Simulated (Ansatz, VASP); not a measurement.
## GaAs4 in VASP and in Ansatz

```
Ga As
1.0
    -3.01090    3.01090    3.01090
     3.01090   -3.01090    3.01090
     3.01090    3.01090   -3.01090
Ga As
1 4
Direct
  0.00000 0.00000 0.00000
  0.00000 0.00000 0.50000
  0.50000 0.00000 0.00000
  0.50000 0.50000 0.50000
  0.00000 0.50000 0.00000
```

Change from the starting cell: species swapped into the NiHg4 type (Im-3m, No. 229).

Alike in both runs: task relaxation of cell and atoms; functional PBE; k mesh 10 × 10 × 10; occupations gaussian, width 0.1 eV; no spin polarisation.

|  | VASP | Ansatz |
| --- | --- | --- |
| version | VASP 6.6.1 | Ansatz 0.2.0 |
| potentials or method | VASP PAW PBE potentials, release 64 (Ga_d, As), cutoff 600 eV | scalar-relativistic, plane waves, PAW |
| valence electrons in the cell | 33 | 73 |

```tsv
	VASP	Ansatz	Ansatz less VASP
gap on the k mesh at the Fermi level, each at its own relaxed structure (eV)	none	none	-
relaxed volume (Å³/atom)	22.34	22.31	-0.025
relaxed cell length with the largest relative difference (Å)	5.255	5.253	-0.0019
```

A gap of «none» marks a metal or a gap that the smearing closes. VASP's potentials hold 33 valence electrons a cell and Ansatz's 73, so a difference there can come from the potentials and not from the codes.
